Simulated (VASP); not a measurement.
A run of VASP 6.6.1 is set up as follows.

INCAR

```
PREC     = Accurate       # precision mode
ENCUT    = 520            # plane-wave cutoff, eV
EDIFF    = 1E-7           # SCF threshold, eV
ISMEAR   = 0              # smearing method
SIGMA    = 0.05           # smearing width, eV
LREAL    = F              # projectors in reciprocal space
LASPH    = T              # aspherical terms in the spheres
NELM     = 100            # most SCF steps
ALGO     = Normal         # electronic algorithm
ISIF     = 2              # what is computed and relaxed
LWAVE    = F              # write WAVECAR
LCHARG   = T              # write CHGCAR
GGA      = PS             # functional
LELF     = T              # ELF
LVHAR    = T            
NBANDS   = 26             # bands
```

File KPOINTS:

```
regular mesh
0
Gamma
  8 8 6
```

Contents of POSCAR:

```
CdSe
1.0
    0.0000000000     -3.0413096037     -3.0413096037
    0.0000000000      3.0413096037     -3.0413096037
    6.0826192074      0.0000000000      0.0000000000
Cd Se
2 2
Direct
    0.5567758106      0.5737600610      0.5000000000
   -0.0567758106     -0.0737600610      0.0000000000
    0.0644312708      0.4684493014      0.2500000000
    0.4355687292      0.0315506986      0.7500000000
```

Potentials or basis: VASP PAW PBE potentials, release 64 (Cd, Se).

Launch:

```sh
$ cat potpaw_PBE.64/Cd/POTCAR potpaw_PBE.64/Se/POTCAR > POTCAR
$ mpirun -np 1 vasp_std > vasp.out
```

(1) What does it give for the largest force?

(2) Predict the band gap on the k mesh.

## Answers

(1) 0.836 eV/Å.

(2) 0.46 eV.

Caveat: the cell differs from its parent crystal (atoms displaced along several vibrational modes); semilocal functionals underestimate gaps, and a narrow one can read as zero; the PAW data sets were made with another functional, which shifts forces and pressure a little.
